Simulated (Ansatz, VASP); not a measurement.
## KSrBr3: VASP beside Ansatz

File POSCAR:

```
KSrBr3
1.0
    6.0864973656      0.0000000000      0.0000000000
    0.0000000000      6.0864973656      0.0000000000
    0.0000000000      0.0000000000      6.0864973656
K Sr Br
1 1 3
Direct
    0.0000000000      0.0000000000      0.0000000000
    0.5000000000      0.5000000000      0.5000000000
    0.5000000000      0.5000000000      0.0000000000
    0.5000000000      0.0000000000      0.5000000000
    0.0000000000      0.5000000000      0.5000000000
```

INCAR.step1

```
SYSTEM = KSrBr3
PREC = Accurate ; ENCUT = 520
ISMEAR = 0 ; SIGMA = 0.01
LREAL = .FALSE. ; LASPH = .TRUE.
NELM = 80 ; NBANDS = 28
GGA = PE ; ALGO = Normal
EDIFF = 1E-4 ; LWAVE = .TRUE.
LCHARG = .FALSE.
```

Contents of INCAR.step2:

```
SYSTEM = KSrBr3
PREC = Accurate ; ENCUT = 520
EDIFF = 1E-7 ; ISMEAR = 0
SIGMA = 0.01 ; LREAL = .FALSE.
LASPH = .TRUE. ; NELM = 80
ALGO = Normal ; ISIF = 2
LWAVE = .FALSE. ; LCHARG = .TRUE.
METAGGA = R2SCAN ; LMIXTAU = .TRUE.
LELF = .TRUE. ; LVHAR = .TRUE.
NBANDS = 28 ; ISTART = 1
```

The input KPOINTS:

```
regular mesh
0
G
  4 4 4
  0 0 0
```

Input for Ansatz:

```yaml
crystal:
  lattice:
    - [6.0864973656, 0.0, 0.0]
    - [0.0, 6.0864973656, 0.0]
    - [0.0, 0.0, 6.0864973656]
  atoms:
    - { symbol: K, position: [0.0, 0.0, 0.0] }
    - { symbol: Sr, position: [0.5, 0.5, 0.5] }
    - { symbol: Br, position: [0.5, 0.5, 0.0] }
    - { symbol: Br, position: [0.5, 0.0, 0.5] }
    - { symbol: Br, position: [0.0, 0.5, 0.5] }
kpoints:
  mp_grid: { grid: [4, 4, 4] }
  band_path:
    path: [[0.0, 0.0, 0.0], [0.0, 0.5, 0.0], [0.5, 0.5, 0.0], [0.5, 0.5, 0.5]]
    npoints: 1
hamiltonian:
  xc: r2scan
scf:
  occupations: { method: fixed }
  n_extra_bands: 5
output:
  forces: true
  stress: true
  eigenvalues: true
```

Change from the starting cell: hydrostatic strain +2.5%.

Alike in both runs: task single point; functional r2SCAN; k mesh 4 × 4 × 4; no spin polarisation.

```csv
,VASP,Ansatz
version,VASP 6.6.1,Ansatz 0.2.0
potentials or method,"VASP PAW PBE potentials, release 64 (K_sv, Sr_sv, Br)","plane waves, PAW"
plane-wave cutoff (eV),520,500
occupations,"gaussian, width 0.01 eV",fixed
valence electrons in the cell,40,40
```

```tsv
	VASP	Ansatz	Ansatz less VASP
gap on the k mesh at the Fermi level (eV)	4.35	4.34	-0.002
pressure (GPa)	-1.1	-1.2	-0.03
```

VASP's potentials were made for PBE, not for r2SCAN.
